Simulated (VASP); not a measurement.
Set up this calculation in VASP 6.6.1, as the native input.

- Task: single point
- Functional: r2SCAN
- Potentials or basis: VASP PAW PBE potentials, release 64 (Sb, In_d, Bi_d)
- Cutoff: 520 eV
- k mesh: 4 × 4 × 4
- Occupations: fermi-dirac, width 0.02 eV
- Spin: no spin polarisation
- Dipole correction: no
- Further INCAR settings: ALGO = Normal; EDIFF = 1e-06; NBANDS = 31

The system is In2BiSb.

```xyz
4
Lattice="4.6167 0.0000 0.0000 0.0000 4.6167 0.0000 0.0000 0.0000 6.5064" Properties=species:S:1:pos:R:3 pbc="T T T"
Sb    0.0000    0.0000    0.0000
In    0.0000    2.3083    4.9228
In    2.3083    0.0000    1.5836
Bi    2.3083    2.3083    3.2532
```

This cell differs from its parent crystal: volume changed by -6%.

One way to write it, as run:

POSCAR

```
In2BiSb
1.0
    4.6166932671      0.0000000000      0.0000000000
    0.0000000000      4.6166932671      0.0000000000
    0.0000000000      0.0000000000      6.5064163490
Sb In Bi
1 2 1
Direct
    0.0000000000      0.0000000000      0.0000000000
    0.0000000000      0.5000000000      0.7566036942
    0.5000000000      0.0000000000      0.2433963058
    0.5000000000      0.5000000000      0.5000000000
```

INCAR.step1

```
SYSTEM = In2BiSb
PREC = Accurate ; ENCUT = 520
ISMEAR = -1 ; SIGMA = 0.02
LREAL = .FALSE. ; LASPH = .TRUE.
NELM = 80 ; NBANDS = 31
GGA = PE ; ALGO = Normal
EDIFF = 1E-4 ; LWAVE = .TRUE.
LCHARG = .FALSE.
```

INCAR.step2

```
SYSTEM = In2BiSb
PREC = Accurate ; ENCUT = 520
EDIFF = 1E-6 ; ISMEAR = -1
SIGMA = 0.02 ; LREAL = .FALSE.
LASPH = .TRUE. ; NELM = 80
ALGO = Normal ; ISIF = 2
LWAVE = .FALSE. ; LCHARG = .FALSE.
METAGGA = R2SCAN ; LMIXTAU = .TRUE.
NBANDS = 31 ; ISTART = 1
```

KPOINTS

```
regular mesh
0
G
  4 4 4
  0 0 0
```

Potentials or basis: VASP PAW PBE potentials, release 64 (Sb, In_d, Bi_d).

Command:

```bash
$ cat potpaw_PBE.64/Sb/POTCAR potpaw_PBE.64/In_d/POTCAR potpaw_PBE.64/Bi_d/POTCAR > POTCAR
$ cp INCAR.step1 INCAR
$ mpirun -np 1 vasp_std > vasp.out
$ cp INCAR.step2 INCAR
$ mpirun -np 1 vasp_std > vasp.out
```

It gave:

```json
{"Pressure": "3.0 GPa", "Band gap on the k mesh": "zero (filled and empty bands touch)"}
```

Caveat: the PAW data sets were made with another functional, which shifts forces and pressure a little; spin-orbit coupling is left out, which moves the levels of the heavy elements.

Run time: 2.8 min on 1 thread of Intel(R) Xeon(R) Platinum 8375C CPU @ 2.90GHz (Ice Lake), with other jobs on the host, peak memory 0.3 GiB.
